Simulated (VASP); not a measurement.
A run of VASP 6.6.1 is set up as follows.

File INCAR:

```
PREC = Accurate
ENCUT = 500
EDIFF = 1E-6
ISMEAR = 0
SIGMA = 0.02
LREAL = False
LASPH = True
NELM = 120
ALGO = Normal
ISIF = 2
LWAVE = False
LCHARG = False
GGA = PE
NBANDS = 16
GGA_COMPAT = False
```

File KPOINTS:

```
regular mesh
0
Gamma
  8 8 8
```

File POSCAR:

```
AgBr
1.0
    0.0000000000      2.8312420250      2.8312420250
    2.8312420250      0.0000000000      2.8312420250
    2.8312420250      2.8312420250      0.0000000000
Ag Br
1 1
Direct
    0.0000000000      0.0000000000      0.0000000000
    0.5000000000      0.5000000000      0.5000000000
```

Potentials or basis: VASP PAW PBE potentials, release 64 (Ag, Br).

Run with:

```console
$ cat potpaw_PBE.64/Ag/POTCAR potpaw_PBE.64/Br/POTCAR > POTCAR
$ mpirun -np 1 vasp_std > vasp.out
```

Task: Predict the band gap on the k mesh.

Result: 0.67 eV (least direct gap 2.75 eV).

Task: Estimate the pressure.

Result: 4.6 GPa.

Caveat: the cell stands under pressure. A k mesh can miss the band edges.
